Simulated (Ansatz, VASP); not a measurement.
## One calculation of AlN, two programs

The input INCAR:

```
SYSTEM = AlN
PREC = Accurate
ENCUT = 520
EDIFF = 1E-6
ISMEAR = 0
SIGMA = 0.05
LREAL = .False.
LASPH = .True.
NELM = 60
ALGO = Normal
ISIF = 2
LWAVE = .False.
LCHARG = .False.
GGA = PS
NBANDS = 26
```

KPOINTS

```
Automatic mesh
0
Gamma
  8 8 3
  0 0 0
```

The input POSCAR:

```
AlN
1.0
   -3.1135599822      0.0000000000      0.0000000000
   -1.5567799911     -2.6964220408      0.0000000000
    0.0000000000      0.0000000000     10.2667009506
Al N
4 4
Direct
    0.3333333333      0.3333333333      0.8780748041
    0.3333333333      0.3333333333      0.3926851450
    0.6666666667      0.6666666667      0.1499903154
    0.6666666667      0.6666666667      0.6353799746
    0.3333333333      0.3333333333      0.0927045142
    0.3333333333      0.3333333333      0.5780941734
    0.6666666667      0.6666666667      0.3353993438
    0.6666666667      0.6666666667      0.8207890030
```

Input for Ansatz:

```yaml
crystal:
  lattice:
    - [-3.1135599822, 0.0, 0.0]
    - [-1.5567799911, -2.6964220408, 0.0]
    - [0.0, 0.0, 10.2667009506]
  atoms:
    - { symbol: Al, position: [0.3333333333, 0.3333333333, 0.8780748041] }
    - { symbol: Al, position: [0.3333333333, 0.3333333333, 0.392685145] }
    - { symbol: Al, position: [0.6666666667, 0.6666666667, 0.1499903154] }
    - { symbol: Al, position: [0.6666666667, 0.6666666667, 0.6353799746] }
    - { symbol: "N", position: [0.3333333333, 0.3333333333, 0.0927045142] }
    - { symbol: "N", position: [0.3333333333, 0.3333333333, 0.5780941734] }
    - { symbol: "N", position: [0.6666666667, 0.6666666667, 0.3353993438] }
    - { symbol: "N", position: [0.6666666667, 0.6666666667, 0.820789003] }
basis:
  ecutwfc: 520.0
kpoints:
  mp_grid: { grid: [8, 8, 3] }
hamiltonian:
  xc: pbesol
  pseudopotentials: { kind: paw, azcp: { folder: soft_1 } }
scf:
  occupations: { method: gaussian, width: 0.05 }
output:
  forces: true
  stress: true
  eigenvalues: true
```

Alike in both runs: task single point; functional PBEsol; k mesh 8 × 8 × 3; occupations gaussian, width 0.05 eV; no spin polarisation.

|  | VASP | Ansatz |
| --- | --- | --- |
| version | VASP 6.6.1 | Ansatz 0.2.0 |
| potentials or method | VASP PAW PBE potentials, release 64 (Al, N), cutoff 520 eV | scalar-relativistic, plane waves, PAW |
| valence electrons in the cell | 32 | 32 |

Ansatz gave:

```
gap on the k mesh at the Fermi level (eV)                     : 3.49
least direct gap on the mesh (eV)                             : 3.49
pressure (GPa)                                                : -3.5
traceless stress, the component that is largest in VASP (GPa) : -5.43
rms of the force components (eV/Å)                            : 0.533
```

Q: Estimate VASP's values.

A: gap on the k mesh at the Fermi level (eV): 3.51; least direct gap on the mesh (eV): 3.51; pressure (GPa): -3.5; traceless stress, the component that is largest in VASP (GPa): -5.50; rms of the force components (eV/Å): 0.534.

VASP's potentials were made for PBE, not for PBEsol, and Ansatz warns of the same on its side. Atom by atom the forces differ by 0.003 eV/Å (rms over components). With one functional, cell and mesh, what is left measures potentials, basis and numerics.
